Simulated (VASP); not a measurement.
# Be (P6_3/mmc) in VASP: notebook

The runs below take Be through single point, with PBEsol.

Everything below comes from runs of VASP 6.6.1. Logs are shortened: lines on timing, memory, paths and dates and some standing lists are left out, and cuts for length are marked.

**1. The cell of the first run**

The structure is hexagonal, space group P6_3/mmc (No. 194). Conventional cell: a = 2.300 Å, b = 2.300 Å, c = 3.709 Å, α = 90.00°, β = 90.00°, γ = 120.00°. Be (site symmetry -6m2) has 12 Be at 2.28 to 2.30 Å within 3.0 Å.

**2. Single point, PBEsol (strain +0.000 along x and y, +0.030 along z)**

The input, INCAR:

```
PREC     = Accurate       # precision mode
ENCUT    = 520            # plane-wave cutoff, eV
EDIFF    = 1E-6           # SCF threshold, eV
ISMEAR   = 0              # smearing method
SIGMA    = 0.15           # smearing width, eV
LREAL    = F              # projectors in reciprocal space
LASPH    = T              # aspherical terms in the spheres
NELM     = 80             # most SCF steps
ALGO     = Normal         # electronic algorithm
ISIF     = 2              # what is computed and relaxed
LWAVE    = F              # write WAVECAR
LCHARG   = F              # write CHGCAR
GGA      = PS             # functional
NBANDS   = 9              # bands
```

The input, KPOINTS:

```
Automatic mesh
0
Gamma
  24 24 14
```

The input, POSCAR:

```
Be
1.0
    2.2995019849      0.0000000000      0.0000000000
   -1.1497509925      1.9914271350      0.0000000000
    0.0000000000      0.0000000000      3.7089270000
Be
2
Direct
    0.3333333333      0.6666666667      0.2500000000
    0.6666666667      0.3333333333      0.7500000000
```

Potentials or basis: VASP PAW PBE potentials, release 64 (Be).

Launch:

```bash
$ cat potpaw_PBE.64/Be/POTCAR > POTCAR
$ mpirun -np 1 vasp_std > vasp.out
```

OUTCAR:

```text
PREC = Accurate
   ENCUT = 520
   EDIFF = 1E-6
   ISMEAR = 0
   LREAL = F
   LASPH = T
   NELM = 80
   ISIF = 2
   GGA = PS

 ion  position               nearest neighbor table
   1  0.333  0.667  0.250-   2 2.28   2 2.28   2 2.28   2 2.28   2 2.28   2 2.28
   2  0.667  0.333  0.750-   1 2.28   1 2.28   1 2.28   1 2.28   1 2.28   1 2.28

  LATTYP: Found a hexagonal cell.
 ALAT       =     2.2995019849
 C/A-ratio  =     1.6129262007

  Lattice vectors:

 A1 = (   2.2995019849,   0.0000000000,   0.0000000000)
 A2 = (  -1.1497509925,   1.9914271350,   0.0000000000)
 A3 = (   0.0000000000,   0.0000000000,   3.7089270000)

Analysis of symmetry for initial positions (statically):
=====================================================================
 Subroutine PRICEL returns:
 Original cell was already a primitive cell.

 Routine SETGRP: Setting up the symmetry group for a
 hexagonal supercell.

 Subroutine GETGRP returns: Found 24 space group operations
 (whereof 12 operations were pure point group operations)
 out of a pool of 24 trial point group operations.

The static configuration has the point symmetry D_3d.
 The point group associated with its full space group is D_6h.

Analysis of symmetry for dynamics (positions and initial velocities):
=====================================================================
 Subroutine PRICEL returns:
 Original cell was already a primitive cell.

 Routine SETGRP: Setting up the symmetry group for a
 hexagonal supercell.

 Subroutine GETGRP returns: Found 24 space group operations
 (whereof 12 operations were pure point group operations)
 out of a pool of 24 trial point group operations.

The dynamic configuration has the point symmetry D_3d.
 The point group associated with its full space group is D_6h.

 Subroutine INISYM returns: Found 24 space group operations
 (whereof 12 operations are pure point group operations),
 and found     1 'primitive' translations

----------------------------------------------------------------------------------------

                                     Primitive cell

  volume of cell :      16.9843

  direct lattice vectors                    reciprocal lattice vectors
     2.299501985  0.000000000  0.000000000     0.434876772  0.251076221  0.000000000
    -1.149750993  1.991427135  0.000000000     0.000000000  0.502152443  0.000000000
     0.000000000  0.000000000  3.708927000     0.000000000  0.000000000  0.269619758

  length of vectors
     2.299501985  2.299501985  3.708927000     0.502152443  0.502152443  0.269619758

  position of ions in fractional coordinates (direct lattice)
     0.333333333  0.666666667  0.250000000
     0.666666667  0.333333333  0.750000000

  ion indices of the primitive-cell ions
   primitive index   ion index
                 1           1
                 2           2

----------------------------------------------------------------------------------------

 KPOINTS: Automatic mesh

Automatic generation of k-mesh.
 Grid dimensions read from file:
 generate k-points for:   24   24   14

 Generating k-lattice:

  Cartesian coordinates                     Fractional coordinates (reciprocal lattice)
     0.018119865  0.010461509  0.000000000     0.041666667  0.000000000  0.000000000
     0.000000000  0.020923018  0.000000000     0.000000000  0.041666667  0.000000000
     0.000000000  0.000000000  0.019258554     0.000000000  0.000000000  0.071428571

  Length of vectors
     0.020923018  0.020923018  0.019258554

  Shift w.r.t. Gamma in fractional coordinates (k-lattice)
     0.000000000  0.000000000  0.000000000

 Subroutine IBZKPT returns following result:
 ===========================================

 Found    488 irreducible k-points:

 Following reciprocal coordinates:
            Coordinates               Weight
  0.000000  0.000000  0.000000      1.000000
  0.041667  0.000000  0.000000      6.000000
  0.083333  0.000000  0.000000      6.000000
  0.125000 -0.000000  0.000000      6.000000
  0.166667  0.000000  0.000000      6.000000
  0.208333 -0.000000  0.000000      6.000000
[... 16 lines left out ...]
  0.416667  0.041667  0.000000     12.000000
  0.458333  0.041667  0.000000     12.000000
 [... further k-points ...]
   k-points           NKPTS =    488   k-points in BZ     NKDIM =    488   number of bands    NBANDS=      9
   number of dos      NEDOS =    301   number of ions     NIONS =      2
   total plane-waves  NPLWV =   9072
   dimension x,y,z NGX =    18 NGY =   18 NGZ =   28
   dimension x,y,z NGXF=    36 NGYF=   36 NGZF=   56
   ions per type =               2
   NGX,Y,Z   is equivalent  to a cutoff of  13.01, 13.01, 12.55 a.u.
   NGXF,Y,Z  is equivalent  to a cutoff of  26.03, 26.03, 25.10 a.u.
 SYSTEM =  unknown system
   PREC   = accura    normal or accurate (medium, high low for compatibility)
   ISTART =      0    job   : 0-new  1-cont  2-samecut
   ICHARG =      2    charge: 1-file 2-atom 10-const
   ISPIN  =      1    spin polarized calculation?
   LNONCOLLINEAR =      F non collinear calculations
   LSORBIT =      F    spin-orbit coupling
   LASPH  =      T    aspherical Exc in radial PAW
   ENCUT  =  520.0 eV  38.22 Ry    6.18 a.u.   4.28  4.28  6.90*2*pi/ulx,y,z
   NELM   =     80;   NELMIN=  2; NELMDL= -5     # of ELM steps
   EDIFF  = 0.1E-05   stopping-criterion for ELM
   LREAL  =      F    real-space projection
   EDIFFG = 0.1E-04   stopping-criterion for IOM
   NSW    =      0    number of steps for IOM
   IBRION =     -1    ionic relax: 0-MD 1-quasi-New 2-CG
   NFREE  =      0    steps in history (QN), initial steepest desc. (CG)
   ISIF   =      2    stress and relaxation
   ISYM   =      2    0-nonsym 1-usesym 2-fastsym
   POTIM  = 0.5000    time-step for ionic-motion
   TEBEG  =    0.0;   TEEND  =   0.0 temperature during run
   PSTRESS=    0.0 pullay stress
   NELECT =       4.0000    total number of electrons
   NUPDOWN=      -1.0000    fix difference up-down
   EMIN   =  10.00;   EMAX   =-10.00  energy-range for DOS
   EFERMI =   0.00;   METHOD = LEGACY
   ISMEAR =     0;   SIGMA  =   0.15  broadening in eV -4-tet -1-fermi 0-gaus
   EFERMI_NEDOS =   21; number of points for ismear=-14 and -15
   IALGO  =     38    algorithm
   IMIX   =      4    mixing-type and parameters
     AMIX     =   0.40;   BMIX     =  1.00
     AMIX_MAG =   1.60;   BMIX_MAG =  1.00
  volume/ion in A,a.u.               =       8.49        57.31
  Fermi-wavevector in a.u.,A,eV,Ry     =   1.010988  1.910490 13.906470  1.022097
  Thomas-Fermi vector in A             =   2.144010
   LORBIT       =      0    0 simple, 1 ext, 2 COOP (PROOUT), +10 PAW based schemes
   GGA     = PS    functional components
   LHFCALC =     F    Hartree Fock is set to
   AEXX    =    0.0000 exact exchange contribution
   IVDW    =     0    specifies the selected vdW correction
   LEPSILON=     F    determine dielectric tensor
   LRPA    =     F    only Hartree local field effects (RPA)
 non-spin polarized calculation
 Gauss-broadening in eV      SIGMA  =   0.15
  energy-cutoff  :      520.00
  volume of cell :       16.98
 maximum number of plane-waves:       482
 NGX is ok and might be reduce to    18
   NGX =  9   NGY =  9   NGZ = 13

 number of electron       4.0000000 magnetization

 Free energy of the ion-electron system (eV)
  ---------------------------------------------------
  ext. energy  EPLUGINS =         0.00000000
  ---------------------------------------------------
  free energy    TOTEN  =        -7.95250861 eV

  energy without entropy =       -7.94987965  energy(sigma->0) =       -7.95119413

 E-fermi :   6.5120     XC(G=0): -10.3767

 val. band max:        6.5096088927   @ k =   0.2917   0.2917   0.0000
 cond. band min:       6.5259679203   @ k =   0.3333   0.0417   0.0000
 fundamental gap:      0.0163590276
 Fermi energy:         6.5120204051

 k-point     1 :       0.0000    0.0000    0.0000
  band No.  band energies     occupation
      1      -4.5092      2.00000
      2       2.0315      2.00000
      3       6.9429      0.00005
      4      22.0281      0.00000
      5      22.0281      0.00000
      6      24.6038      0.00000
      7      24.6038      0.00000
      8      25.6774      0.00000
      9      32.6382      0.00000

 k-point     2 :       0.0417    0.0000    0.0000
  band No.  band energies     occupation
      1      -4.4600      2.00000
      2       2.0949      2.00000
      3       6.9621      0.00002
      4      21.6142      0.00000
      5      21.7124      0.00000
      6      24.5896      0.00000
      7      24.7578      0.00000
      8      25.6180      0.00000
      9      31.7314      0.00000

 k-point     3 :       0.0833    0.0000    0.0000
  band No.  band energies     occupation
      1      -4.3123      2.00000
      2       2.2851      2.00000
      3       7.0183      0.00000
      4      20.5219      0.00000
      5      20.9967      0.00000
      6      24.5180      0.00000
      7      24.9777      0.00000
      8      25.4155      0.00000
      9      30.2620      0.00000

 k-point     4 :       0.1250   -0.0000    0.0000
  band No.  band energies     occupation
      1      -4.0660      2.00000
      2       2.6017      2.00000
      3       7.1066      0.00000
      4      19.0332      0.00000
      5      20.1541      0.00000
      6      24.3352      0.00000
      7      24.9961      0.00000
      8      25.0025      0.00000
      9      28.6748      0.00000
[... 205 lines left out ...]
 k-point    22 :       0.3750    0.0417    0.0000
  band No.  band energies     occupation
      1      -0.0737      2.00000
      2       5.6201      2.00000
      3       7.6636      0.00000
      4      11.9318      0.00000
      5      15.4625      0.00000
      6      15.5550      0.00000
      7      17.8661      0.00000
      8      22.6331      0.00000
      9      25.5638      0.00000

 k-point    23 :       0.4167    0.0417    0.0000
  band No.  band energies     occupation
      1       0.8317      2.00000
      2       4.5855      2.00000
      3       8.7850      0.00000
      4      12.1646      0.00000
      5      14.0070      0.00000
      6      14.9790      0.00000
      7      17.1672      0.00000
      8      22.4473      0.00000
      9      25.5316      0.00000

 k-point    24 :       0.4583    0.0417    0.0000
  band No.  band energies     occupation
      1       1.6381      2.00000
      2       3.6884      2.00000
      3       9.7407      0.00000
      4      12.4264      0.00000
      5      12.8342      0.00000
      6      14.6127      0.00000
      7      16.8188      0.00000
      8      22.3529      0.00000
      9      25.5179      0.00000

 [... further k-points ...]

------------------------ aborting loop because EDIFF is reached ----------------------------------------

  FORCE on cell =-STRESS in cart. coord.  units (eV):
  Direction    XX          YY          ZZ          XY          YZ          ZX
  --------------------------------------------------------------------------------------
  -------------------------------------------------------------------------------------
  Total       -0.6118643     -0.6118643     -1.5062542      0.0000000     -0.0000000      0.0000000
  in kB      -57.7190513    -57.7190513   -142.0896240      0.0000000     -0.0000000      0.0000000
  external PRESSURE =     -85.8425755 kB  Pullay stress =       0.0000000 kB

 VOLUME and BASIS-vectors are now :
 -----------------------------------------------------------------------------
  energy-cutoff  :      520.00
  volume of cell :       16.98
      direct lattice vectors                 reciprocal lattice vectors
     2.299501985  0.000000000  0.000000000     0.434876772  0.251076221  0.000000000
    -1.149750993  1.991427135  0.000000000     0.000000000  0.502152443  0.000000000
     0.000000000  0.000000000  3.708927000     0.000000000  0.000000000  0.269619758

 POSITION                                       TOTAL-FORCE (eV/Angst)
 -----------------------------------------------------------------------------------
     -0.00000      1.32762      0.92723        -0.000000     -0.000000      0.000000
      1.14975      0.66381      2.78170         0.000000      0.000000      0.000000
 -----------------------------------------------------------------------------------
    total drift:                                0.000000     -0.000000      0.000000

  FREE ENERGIE OF THE ION-ELECTRON SYSTEM (eV)
  ---------------------------------------------------
  free  energy   TOTEN  =        -7.9525086106 eV

  energy  without entropy=       -7.9498796506  energy(sigma->0) =       -7.95119413
```

Run time: 18 s. Hardware: 1 thread of Intel Xeon 6975P-C (Granite Rapids), shared host; peak memory 0.17 GiB.

What came out:

* Free energy: -7.9525 eV
* Pressure: -8.6 GPa
* Band gap on the k mesh: zero (bands 2 and 3 overlap by 1.84 eV)

Levels at points of the mesh, in eV from the Fermi level:
```csv
k point,band 1,band 2,band 3,band 4,band 5,band 6
"(0.00, 0.00, 0.00)",-11.02,-4.48,0.43,15.52,15.52,18.09
"(0.50, 0.00, 0.00)",-4.76,-3.03,3.36,5.95,6.08,9.21
"(0.00, 0.00, 0.50)",-8.99,-8.99,9.39,9.39,16.97,16.97
"(0.50, 0.00, 0.50)",-3.47,-3.47,1.37,1.37,11.58,11.58
```

Caveat: the cell differs from its parent crystal (strain +0.000 along x and y, +0.030 along z); the stress differs along the axes, from -14 to -6 GPa; the PAW data sets were made with another functional, which shifts forces and pressure a little.

**3. Single point, PBEsol (strain +0.030 along x and y, -0.030 along z)**

The input, INCAR:

```
ALGO = Normal
EDIFF = 1E-7
ENCUT = 520
GGA = PS
ISIF = 2
ISMEAR = 0
LASPH = True
LCHARG = False
LREAL = False
LWAVE = False
NBANDS = 9
NELM = 100
PREC = Accurate
SIGMA = 0.15
```

The input, KPOINTS:

```
k-points
0
Gamma
  24 24 14
```

The input, POSCAR:

```
Be
1.0
    2.3684870445      0.0000000000      0.0000000000
   -1.1842435223      2.0511699490      0.0000000000
    0.0000000000      0.0000000000      3.4928730000
Be
2
Direct
    0.3333333333      0.6666666667      0.2500000000
    0.6666666667      0.3333333333      0.7500000000
```

Potentials or basis: VASP PAW PBE potentials, release 64 (Be).

Launch:

```bash
$ cat potpaw_PBE.64/Be/POTCAR > POTCAR
$ mpirun -np 1 vasp_std > vasp.out
```

OUTCAR:

```text
EDIFF = 1E-7
   ENCUT = 520
   GGA = PS
   ISIF = 2
   ISMEAR = 0
   LASPH = True
   LREAL = False
   NELM = 100
   PREC = Accurate

 ion  position               nearest neighbor table
   1  0.333  0.667  0.250-   2 2.22   2 2.22   2 2.22   2 2.22   2 2.22   2 2.22
   2  0.667  0.333  0.750-   1 2.22   1 2.22   1 2.22   1 2.22   1 2.22   1 2.22

  LATTYP: Found a hexagonal cell.
 ALAT       =     2.3684870445
 C/A-ratio  =     1.4747275093

  Lattice vectors:

[... 477 lines left out ...]

------------------------ aborting loop because EDIFF is reached ----------------------------------------

  FORCE on cell =-STRESS in cart. coord.  units (eV):
  Direction    XX          YY          ZZ          XY          YZ          ZX
  --------------------------------------------------------------------------------------
  -------------------------------------------------------------------------------------
  Total       -1.3667554     -1.3667554      0.4344143      0.0000000     -0.0000000      0.0000000
  in kB     -129.0464054   -129.0464054     41.0165585      0.0000000     -0.0000000      0.0000000
  external PRESSURE =     -72.3587507 kB  Pullay stress =       0.0000000 kB

 VOLUME and BASIS-vectors are now :
 -----------------------------------------------------------------------------
  energy-cutoff  :      520.00
  volume of cell :       16.97
      direct lattice vectors                 reciprocal lattice vectors
     2.368487045  0.000000000  0.000000000     0.422210458  0.243763322  0.000000000
    -1.184243522  2.051169949  0.000000000     0.000000000  0.487526643  0.000000000
     0.000000000  0.000000000  3.492873000     0.000000000  0.000000000  0.286297269

 POSITION                                       TOTAL-FORCE (eV/Angst)
 -----------------------------------------------------------------------------------
     -0.00000      1.36745      0.87322         0.000000      0.000000      0.000000
      1.18424      0.68372      2.61965        -0.000000     -0.000000      0.000000
 -----------------------------------------------------------------------------------
    total drift:                                0.000000     -0.000000      0.000000

  FREE ENERGIE OF THE ION-ELECTRON SYSTEM (eV)
  ---------------------------------------------------
  free  energy   TOTEN  =        -7.9236092389 eV

  energy  without entropy=       -7.9222212160  energy(sigma->0) =       -7.92291523
```

OSZICAR:

```text
N       E                     dE             d eps       ncg     rms          rms(c)
DAV:   1    -0.354854497214E+01   -0.35485E+01   -0.17814E+03  8888   0.365E+02
DAV:   2    -0.790379353058E+01   -0.43552E+01   -0.42146E+01 13180   0.515E+01
DAV:   3    -0.795490780727E+01   -0.51114E-01   -0.51034E-01 10244   0.373E+00
DAV:   4    -0.795498187392E+01   -0.74067E-04   -0.74063E-04 11306   0.149E-01
DAV:   5    -0.795498190939E+01   -0.35470E-07   -0.35615E-07  9846   0.287E-03    0.121E+00
DAV:   6    -0.793331174930E+01    0.21670E-01   -0.24176E-03  9466   0.398E-01    0.734E-01
DAV:   7    -0.792360876544E+01    0.97030E-02   -0.39442E-03  9615   0.428E-01    0.133E-02
DAV:   8    -0.792360888440E+01   -0.11896E-06   -0.22276E-05  9820   0.315E-02    0.516E-03
DAV:   9    -0.792360924835E+01   -0.36395E-06   -0.42002E-07 10448   0.455E-03    0.557E-04
DAV:  10    -0.792360923891E+01    0.94310E-08   -0.42856E-10  6702   0.144E-04
   1 F= -.79236092E+01 E0= -.79229152E+01  d E =-.138802E-02
```

stdout:

```text
POSCAR found type information on POSCAR Be
 POSCAR found :  1 types and       2 ions
 scaLAPACK will be used
 -----------------------------------------------------------------------------
|                                                                             |
|                                                                             |
|     You enforced a specific xc type in the INCAR file but a different       |
|     I HOPE YOU KNOW WHAT YOU ARE DOING!                                     |
|                                                                             |
 -----------------------------------------------------------------------------

 LDA part: xc-table for (Slater+PW92), standard interpolation
 POSCAR, INCAR and KPOINTS ok, starting setup
 FFT: planning ... GRIDC
 FFT: planning ... GRID_SOFT
 FFT: planning ... GRID
 WAVECAR not read
 entering main loop
```

It took 18 s on 1 thread of Intel Xeon 6975P-C (Granite Rapids), shared host; peak memory 0.17 GiB.

What came out:

```yaml
Free_energy: -7.9236 eV
Pressure: -7.2 GPa
Band_gap_on_the_k_mesh: zero (bands 2 and 3 overlap by 2.24 eV)
```

Stress tensor (GPa, compression positive):
```
-12.90   0.00   0.00
  0.00 -12.90   0.00
  0.00   0.00   4.10
```

Levels at points of the mesh, in eV from the Fermi level:
```tsv
k point	band 1	band 2	band 3	band 4	band 5
(0.00, 0.00, 0.00)	-10.82	-3.45	2.15	14.03	14.03
(0.50, 0.00, 0.00)	-4.84	-3.20	3.75	6.67	7.23
(0.00, 0.00, 0.50)	-8.53	-8.53	12.18	12.18	15.85
(0.50, 0.00, 0.50)	-3.38	-3.38	1.34	1.34	10.83
```

Caveat: the cell differs from its parent crystal (strain +0.030 along x and y, -0.030 along z); the stress differs along the axes, from -13 to 4 GPa; the PAW data sets were made with another functional, which shifts forces and pressure a little.

The gap in the log of VASP goes by the Fermi energy; the results here count the filled bands.